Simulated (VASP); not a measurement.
# HfN (mp) (Fm-3m) in VASP: further runs

The runs below take HfN (mp) through single point, relaxation of cell and atoms, with PBE.

Program: VASP 6.6.1. These are calculated values, not measurements. Logs are shortened: lines on timing, memory, paths and dates and some standing lists are left out, and cuts for length are marked.

### 1 The cell of the first run

Symmetry: Fm-3m, No. 225, cubic system. The conventional cell has a = 4.548 Å, b = 4.548 Å, c = 4.548 Å, α = 90.00°, β = 90.00°, γ = 90.00°. Hf (site symmetry m-3m) has 6 N at 2.27 Å within 3.0 Å. Within 3.0 Å of N (site symmetry m-3m) lie 6 Hf at 2.27 Å.

### 2 Single point, PBE

INCAR

```
SYSTEM = HfN
  ALGO = Normal
  EDIFF = 1E-6
  ENCUT = 600
  GGA = PE
  GGA_COMPAT = .FALSE.
  ISIF = 2
  ISMEAR = 1
  LASPH = .TRUE.
  LCHARG = .FALSE.
  LREAL = .FALSE.
  LWAVE = .FALSE.
  NBANDS = 14
  NELM = 120
  PREC = Accurate
  SIGMA = 0.2
```

KPOINTS

```
k-points
0
G
  16 16 16
  0 0 0
```

POSCAR

```
HfN
1.0
    0.0000000000      2.2738402588      2.2738402588
    2.2738402588      0.0000000000      2.2738402588
    2.2738402588      2.2738402588      0.0000000000
Hf N
1 1
Direct
    0.0000000000      0.0000000000      0.0000000000
    0.5000000000      0.5000000000      0.5000000000
```

Potentials or basis: VASP PAW PBE potentials, release 64 (Hf_pv, N).

Launch:

```console
cat potpaw_PBE.64/Hf_pv/POTCAR potpaw_PBE.64/N/POTCAR > POTCAR
mpirun -np 1 vasp_std > vasp.out
```

OUTCAR:

```text
SYSTEM = HfN
   EDIFF = 1E-6
   ENCUT = 600
   GGA = PE
   ISIF = 2
   ISMEAR = 1
   LASPH = .TRUE.
   LREAL = .FALSE.
   NELM = 120
   PREC = Accurate

 ion  position               nearest neighbor table
   1  0.000  0.000  0.000-   2 2.27   2 2.27   2 2.27   2 2.27   2 2.27   2 2.27
   2  0.500  0.500  0.500-   1 2.27   1 2.27   1 2.27   1 2.27   1 2.27   1 2.27

  LATTYP: Found a face centered cubic cell.
 ALAT       =     4.5476805176

  Lattice vectors:

 A1 = (   0.0000000000,   2.2738402588,   2.2738402588)
 A2 = (   2.2738402588,   0.0000000000,   2.2738402588)
 A3 = (   2.2738402588,   2.2738402588,   0.0000000000)

Analysis of symmetry for initial positions (statically):
=====================================================================
 Subroutine PRICEL returns:
 Original cell was already a primitive cell.

 Routine SETGRP: Setting up the symmetry group for a
 face centered cubic supercell.

 Subroutine GETGRP returns: Found 48 space group operations
 (whereof 48 operations were pure point group operations)
 out of a pool of 48 trial point group operations.

The static configuration has the point symmetry O_h .

Analysis of symmetry for dynamics (positions and initial velocities):
=====================================================================
 Subroutine PRICEL returns:
 Original cell was already a primitive cell.

 Routine SETGRP: Setting up the symmetry group for a
 face centered cubic supercell.

 Subroutine GETGRP returns: Found 48 space group operations
 (whereof 48 operations were pure point group operations)
 out of a pool of 48 trial point group operations.

The dynamic configuration has the point symmetry O_h .

 Subroutine INISYM returns: Found 48 space group operations
 (whereof 48 operations are pure point group operations),
 and found     1 'primitive' translations

----------------------------------------------------------------------------------------

                                     Primitive cell

  volume of cell :      23.5131

  direct lattice vectors                    reciprocal lattice vectors
     0.000000000  2.273840259  2.273840259    -0.219892316  0.219892316  0.219892316
     2.273840259  0.000000000  2.273840259     0.219892316 -0.219892316  0.219892316
     2.273840259  2.273840259  0.000000000     0.219892316  0.219892316 -0.219892316

  length of vectors
     3.215695733  3.215695733  3.215695733     0.380864663  0.380864663  0.380864663

  position of ions in fractional coordinates (direct lattice)
     0.000000000  0.000000000  0.000000000
     0.500000000  0.500000000  0.500000000

  ion indices of the primitive-cell ions
   primitive index   ion index
                 1           1
                 2           2

----------------------------------------------------------------------------------------

 KPOINTS: k-points

Automatic generation of k-mesh.
 Grid dimensions read from file:
 generate k-points for:   16   16   16

 Generating k-lattice:

  Cartesian coordinates                     Fractional coordinates (reciprocal lattice)
    -0.013743270  0.013743270  0.013743270     0.062500000  0.000000000  0.000000000
     0.013743270 -0.013743270  0.013743270     0.000000000  0.062500000  0.000000000
     0.013743270  0.013743270 -0.013743270     0.000000000  0.000000000  0.062500000

  Length of vectors
     0.023804041  0.023804041  0.023804041

  Shift w.r.t. Gamma in fractional coordinates (k-lattice)
     0.000000000  0.000000000  0.000000000

 Subroutine IBZKPT returns following result:
 ===========================================

 Found    145 irreducible k-points:

 Following reciprocal coordinates:
            Coordinates               Weight
  0.000000  0.000000  0.000000      1.000000
  0.062500  0.000000  0.000000      8.000000
  0.125000  0.000000  0.000000      8.000000
  0.187500  0.000000  0.000000      8.000000
  0.250000  0.000000  0.000000      8.000000
  0.312500  0.000000  0.000000      8.000000
[... 16 lines left out ...]
 -0.125000  0.062500  0.000000     24.000000
 -0.062500  0.062500  0.000000     12.000000
 [... further k-points ...]
   k-points           NKPTS =    145   k-points in BZ     NKDIM =    145   number of bands    NBANDS=     14
   number of dos      NEDOS =    301   number of ions     NIONS =      2
   total plane-waves  NPLWV =  21952
   dimension x,y,z NGX =    28 NGY =   28 NGZ =   28
   dimension x,y,z NGXF=    56 NGYF=   56 NGZF=   56
   ions per type =               1   1
   NGX,Y,Z   is equivalent  to a cutoff of  14.48, 14.48, 14.48 a.u.
   NGXF,Y,Z  is equivalent  to a cutoff of  28.95, 28.95, 28.95 a.u.
 SYSTEM =  HfN
   PREC   = accura    normal or accurate (medium, high low for compatibility)
   ISTART =      0    job   : 0-new  1-cont  2-samecut
   ICHARG =      2    charge: 1-file 2-atom 10-const
   ISPIN  =      1    spin polarized calculation?
   LNONCOLLINEAR =      F non collinear calculations
   LSORBIT =      F    spin-orbit coupling
   LASPH  =      T    aspherical Exc in radial PAW
   ENCUT  =  600.0 eV  44.10 Ry    6.64 a.u.   6.42  6.42  6.42*2*pi/ulx,y,z
   NELM   =    120;   NELMIN=  2; NELMDL= -5     # of ELM steps
   EDIFF  = 0.1E-05   stopping-criterion for ELM
   LREAL  =      F    real-space projection
   EDIFFG = 0.1E-04   stopping-criterion for IOM
   NSW    =      0    number of steps for IOM
   IBRION =     -1    ionic relax: 0-MD 1-quasi-New 2-CG
   NFREE  =      0    steps in history (QN), initial steepest desc. (CG)
   ISIF   =      2    stress and relaxation
   ISYM   =      2    0-nonsym 1-usesym 2-fastsym
   POTIM  = 0.5000    time-step for ionic-motion
   TEBEG  =    0.0;   TEEND  =   0.0 temperature during run
   PSTRESS=    0.0 pullay stress
   NELECT =      15.0000    total number of electrons
   NUPDOWN=      -1.0000    fix difference up-down
   EMIN   =  10.00;   EMAX   =-10.00  energy-range for DOS
   EFERMI =   0.00;   METHOD = LEGACY
   ISMEAR =     1;   SIGMA  =   0.20  broadening in eV -4-tet -1-fermi 0-gaus
   EFERMI_NEDOS =   21; number of points for ismear=-14 and -15
   IALGO  =     38    algorithm
   IMIX   =      4    mixing-type and parameters
     AMIX     =   0.40;   BMIX     =  1.00
     AMIX_MAG =   1.60;   BMIX_MAG =  1.00
  volume/ion in A,a.u.               =      11.76        79.34
  Fermi-wavevector in a.u.,A,eV,Ry     =   1.409295  2.663182 27.022707  1.986113
  Thomas-Fermi vector in A             =   2.531366
   LORBIT       =      0    0 simple, 1 ext, 2 COOP (PROOUT), +10 PAW based schemes
   GGA     = PE    functional components
   LHFCALC =     F    Hartree Fock is set to
   AEXX    =    0.0000 exact exchange contribution
   IVDW    =     0    specifies the selected vdW correction
   LEPSILON=     F    determine dielectric tensor
   LRPA    =     F    only Hartree local field effects (RPA)
 non-spin polarized calculation
 Methfessel and Paxton  Order N= 1 SIGMA  =   0.20
  energy-cutoff  :      600.00
  volume of cell :       23.51
 maximum number of plane-waves:       817
 NGX is ok and might be reduce to    28
   NGX = 13   NGY = 13   NGZ = 13

 number of electron      15.0000000 magnetization

 Free energy of the ion-electron system (eV)
  ---------------------------------------------------
  ext. energy  EPLUGINS =         0.00000000
  ---------------------------------------------------
  free energy    TOTEN  =       -21.75924739 eV

  energy without entropy =      -21.75950428  energy(sigma->0) =      -21.75933302

 E-fermi :   8.2158     XC(G=0): -12.6295

 val. band max:        8.2141588703   @ k =   0.3750   0.1250   0.0000
 cond. band min:       8.2300887243   @ k =   0.0625   0.0625   0.0000
 fundamental gap:      0.0159298540
 Fermi energy:         8.2158126386

 k-point     1 :       0.0000    0.0000    0.0000
  band No.  band energies     occupation
      1     -23.0198      2.00000
      2     -23.0198      2.00000
      3     -23.0198      2.00000
      4      -9.1835      2.00000
      5       5.2064      2.00000
      6       5.2064      2.00000
      7       5.2064      2.00000
      8       7.8743      2.03643
      9       7.8743      2.03643
     10       7.8743      2.03643
     11       9.8215     -0.00000
     12      10.1314     -0.00000
     13      10.1314     -0.00000
     14      17.7276      0.00000

 k-point     2 :       0.0625    0.0000    0.0000
  band No.  band energies     occupation
      1     -23.0570      2.00000
      2     -23.0230      2.00000
      3     -23.0230      2.00000
      4      -9.0971      2.00000
      5       4.8027      2.00000
      6       4.9782      2.00000
      7       4.9782      2.00000
      8       7.9814      2.07000
      9       8.0058      2.05918
     10       8.0058      2.05918
     11      10.1175     -0.00000
     12      10.4273     -0.00000
     13      10.4273     -0.00000
     14      18.0278      0.00000

 k-point     3 :       0.1250    0.0000    0.0000
  band No.  band energies     occupation
      1     -23.1610      2.00000
      2     -23.0319      2.00000
      3     -23.0319      2.00000
      4      -8.8482      2.00000
      5       3.9011      2.00000
      6       4.4476      2.00000
      7       4.4476      2.00000
      8       8.1635      1.42642
      9       8.3522      0.09323
     10       8.3522      0.09323
     11      10.8656     -0.00000
     12      11.1989     -0.00000
     13      11.1989     -0.00000
     14      18.8608      0.00000
[... 324 lines left out ...]
 k-point    23 :      -0.1250    0.0625    0.0000
  band No.  band energies     occupation
      1     -23.2214      2.00000
      2     -23.0637      2.00000
      3     -23.0273      2.00000
      4      -8.6711      2.00000
      5       3.3168      2.00000
      6       3.9921      2.00000
      7       4.4157      2.00000
      8       8.2102      1.04734
      9       8.3280      0.19648
     10       9.0251     -0.00000
     11      10.5976     -0.00000
     12      11.8464     -0.00000
     13      12.1334     -0.00000
     14      19.4463      0.00000

 k-point    24 :      -0.0625    0.0625    0.0000
  band No.  band energies     occupation
      1     -23.1084      2.00000
      2     -23.0422      2.00000
      3     -23.0217      2.00000
      4      -8.9583      2.00000
      5       4.1997      2.00000
      6       4.5630      2.00000
      7       4.8658      2.00000
      8       8.0322      2.02884
      9       8.0447      2.00593
     10       8.4688     -0.07044
     11      10.1522     -0.00000
     12      10.9297     -0.00000
     13      11.1371     -0.00000
     14      18.5036      0.00000

 [... further k-points ...]

------------------------ aborting loop because EDIFF is reached ----------------------------------------

  FORCE on cell =-STRESS in cart. coord.  units (eV):
  Direction    XX          YY          ZZ          XY          YZ          ZX
  --------------------------------------------------------------------------------------
  -------------------------------------------------------------------------------------
  Total       -0.3594023     -0.3594023     -0.3594023      0.0000000     -0.0000000      0.0000000
  in kB      -24.4895912    -24.4895912    -24.4895912      0.0000000     -0.0000000      0.0000000
  external PRESSURE =     -24.4895912 kB  Pullay stress =       0.0000000 kB

 VOLUME and BASIS-vectors are now :
 -----------------------------------------------------------------------------
  energy-cutoff  :      600.00
  volume of cell :       23.51
      direct lattice vectors                 reciprocal lattice vectors
     0.000000000  2.273840259  2.273840259    -0.219892316  0.219892316  0.219892316
     2.273840259  0.000000000  2.273840259     0.219892316 -0.219892316  0.219892316
     2.273840259  2.273840259  0.000000000     0.219892316  0.219892316 -0.219892316

 POSITION                                       TOTAL-FORCE (eV/Angst)
 -----------------------------------------------------------------------------------
      0.00000      0.00000      0.00000         0.000000      0.000000      0.000000
      2.27384      2.27384      2.27384         0.000000      0.000000     -0.000000
 -----------------------------------------------------------------------------------
    total drift:                                0.000000      0.000000      0.000000

  FREE ENERGIE OF THE ION-ELECTRON SYSTEM (eV)
  ---------------------------------------------------
  free  energy   TOTEN  =       -21.7592473856 eV

  energy  without entropy=      -21.7595042807  energy(sigma->0) =      -21.75933302
```

It took 1.8 min on 1 thread of Intel Xeon 8259CL, shared host; peak memory 0.21 GiB.

What came out:

```
Free energy : -21.7592 eV
Pressure    : -2.4 GPa
```

Levels at points of the mesh, in eV from the Fermi level:
```
           k point  band 5  band 6  band 7  band 8  band 9  band 10  band 11  band 12
(0.00, 0.00, 0.00)   -3.01   -3.01   -3.01   -0.34   -0.34    -0.34     1.61     1.92
(0.50, 0.00, 0.00)   -8.78   -6.09   -6.09    3.18    3.60     3.60     4.32     8.60
(0.50, 0.50, 0.00)   -5.42   -3.73   -3.69   -3.69    3.99     5.36     5.37     5.37
```

Caveat: spin-orbit coupling is left out, which moves the levels of the heavy elements.

### 3 Relaxation of cell and atoms, PBE

This run uses another cell than the first one, of 11.48 Å³/atom, 0.977 times its volume.

INCAR

```
SYSTEM = HfN
ALGO = Normal
EDIFF = 1E-7
EDIFFG = -0.002
ENCUT = 600
GGA = PE
GGA_COMPAT = .FALSE.
IBRION = 2
ISIF = 3
ISMEAR = 1
LASPH = .TRUE.
LCHARG = .FALSE.
LREAL = .FALSE.
LWAVE = .FALSE.
NELM = 120
NELMIN = 4
NSW = 100
PREC = Accurate
SIGMA = 0.2
```

KPOINTS is that of step 2.

POSCAR

```
HfN
1.0
    0.0000000000      2.2560000000      2.2560000000
    2.2560000000      0.0000000000      2.2560000000
    2.2560000000      2.2560000000      0.0000000000
Hf N
1 1
Direct
    0.0000000000      0.0000000000      0.0000000000
    0.5000000000      0.5000000000      0.5000000000
```

Potentials or basis: VASP PAW PBE potentials, release 64 (Hf_pv, N).

Launch:

```console
cat potpaw_PBE.64/Hf_pv/POTCAR potpaw_PBE.64/N/POTCAR > POTCAR
mpirun -np 1 vasp_std > vasp.out
```

OUTCAR:

```text
SYSTEM = HfN
   EDIFF = 1E-7
   EDIFFG = -0.002
   ENCUT = 600
   GGA = PE
   IBRION = 2
   ISIF = 3
   ISMEAR = 1
   LASPH = .TRUE.
   LREAL = .FALSE.
   NELM = 120
   NELMIN = 4
   NSW = 100
   PREC = Accurate

 ion  position               nearest neighbor table
   1  0.000  0.000  0.000-   2 2.26   2 2.26   2 2.26   2 2.26   2 2.26   2 2.26
   2  0.500  0.500  0.500-   1 2.26   1 2.26   1 2.26   1 2.26   1 2.26   1 2.26

  LATTYP: Found a face centered cubic cell.
 ALAT       =     4.5120000000

  Lattice vectors:

 A1 = (   0.0000000000,   2.2560000000,   2.2560000000)
 A2 = (   2.2560000000,   0.0000000000,   2.2560000000)
 A3 = (   2.2560000000,   2.2560000000,   0.0000000000)

Analysis of symmetry for initial positions (statically):
=====================================================================
 Subroutine PRICEL returns:
[... 267 lines left out ...]
      4      -9.1572      2.00000
      5       5.2755      2.00000
      6       5.2755      2.00000
      7       5.2755      2.00000
      8       7.9501      2.03428
      9       7.9501      2.03428
     10       7.9501      2.03428
     11       9.9871     -0.00000
[... 309 lines left out ...]
 k-point    24 :      -0.0625    0.0625    0.0000
  band No.  band energies     occupation
      1     -22.9956      2.00000
      2     -22.9268      2.00000
      3     -22.9056      2.00000
      4      -8.9274      2.00000
      5       4.2640      2.00000
      6       4.6236      2.00000
      7       4.9312      2.00000
      8       8.1101      2.03330
      9       8.1222      2.01254
     10       8.5531     -0.06998
     11      10.2861     -0.00000

 [... further k-points ...]

------------------------ aborting loop because EDIFF is reached ----------------------------------------

  FORCE on cell =-STRESS in cart. coord.  units (eV):
  Direction    XX          YY          ZZ          XY          YZ          ZX
  --------------------------------------------------------------------------------------
  -------------------------------------------------------------------------------------
  Total       -0.0028694     -0.0028694     -0.0028694      0.0000000      0.0000000      0.0000000
  in kB       -0.1973009     -0.1973009     -0.1973009      0.0000000      0.0000000      0.0000000
  external PRESSURE =      -0.1973009 kB  Pullay stress =       0.0000000 kB
[... 17 lines left out ...]
  FREE ENERGIE OF THE ION-ELECTRON SYSTEM (eV)
  ---------------------------------------------------
  free  energy   TOTEN  =       -21.7601561970 eV

  energy  without entropy=      -21.7603848731  energy(sigma->0) =      -21.76023242

 reached required accuracy - stopping structural energy minimisation
```

OSZICAR:

```text
N       E                     dE             d eps       ncg     rms          rms(c)
DAV:   1     0.447206659258E+02    0.44721E+02   -0.90026E+03  3206   0.144E+03
[... 27 lines left out ...]
DAV:   2    -0.217689688182E+02    0.29312E-01   -0.48902E-02  3289   0.213E+00    0.145E+00
DAV:   3    -0.217604848655E+02    0.84840E-02   -0.17779E-02  3537   0.130E+00    0.942E-01
DAV:   4    -0.217601701908E+02    0.31467E-03   -0.11148E-03  4094   0.347E-01    0.586E-01
DAV:   5    -0.217601565776E+02    0.13613E-04   -0.10670E-04  3796   0.858E-02    0.633E-02
DAV:   6    -0.217601567874E+02   -0.20980E-06   -0.12348E-05  4053   0.338E-02    0.139E-02
DAV:   7    -0.217601562062E+02    0.58125E-06   -0.53176E-07  3715   0.785E-03    0.649E-03
DAV:   8    -0.217601561970E+02    0.91200E-08   -0.68772E-08  1988   0.207E-03
   3 F= -.21760156E+02 E0= -.21760232E+02  d E =-.414321E-02
```

CONTCAR:

```text
HfN
   1.00000000000000
     0.0000000000000000    2.2669698378529741    2.2669698378529741
     2.2669698378529741    0.0000000000000000    2.2669698378529741
     2.2669698378529741    2.2669698378529741    0.0000000000000000
  Hf              N
     1     1
Direct
     0.0000000000000000    0.0000000000000000    0.0000000000000000
     0.5000000000000000    0.5000000000000000    0.5000000000000000

  0.00000000E+00  0.00000000E+00  0.00000000E+00
  0.00000000E+00  0.00000000E+00  0.00000000E+00
```

Wall time 3.6 min (1 thread of Intel Xeon 8259CL, shared host); peak memory 0.2 GiB.

What came out:

- Free energy: -21.7602 eV
- Relaxed volume: 11.65 Å³/atom
- Relaxed cell: a = 3.206 Å, b = 3.206 Å, c = 3.206 Å, α = 60.00°, β = 60.00°, γ = 60.00°
- Space group after relaxing (to 0.05 Å): Fm-3m (No. 225)
- Energy gained by relaxing: 2.1 meV/atom
- Ionic steps: 3
- Pressure after relaxing: 0.0 GPa

Step by step:
```
step  energy change (eV)  largest force (eV/Å)  pressure (GPa)  volume (Å³)
   1              0.0000                0.0000            4.04        22.96
   2              0.0100                0.0000           -6.91        23.94
   3             -0.0041                0.0000           -0.02        23.30
```

Final structure:
```yaml
crystal:
  lattice:
    - [0.00000, 2.26697, 2.26697]
    - [2.26697, 0.00000, 2.26697]
    - [2.26697, 2.26697, 0.00000]
  atoms:
    - { symbol: Hf, position: [0.00000, 0.00000, 0.00000] }
    - { symbol: N, position: [0.50000, 0.50000, 0.50000] }
```

Caveat: spin-orbit coupling is left out, which moves the levels of the heavy elements. Zero-point motion and thermal expansion aren't in these numbers.
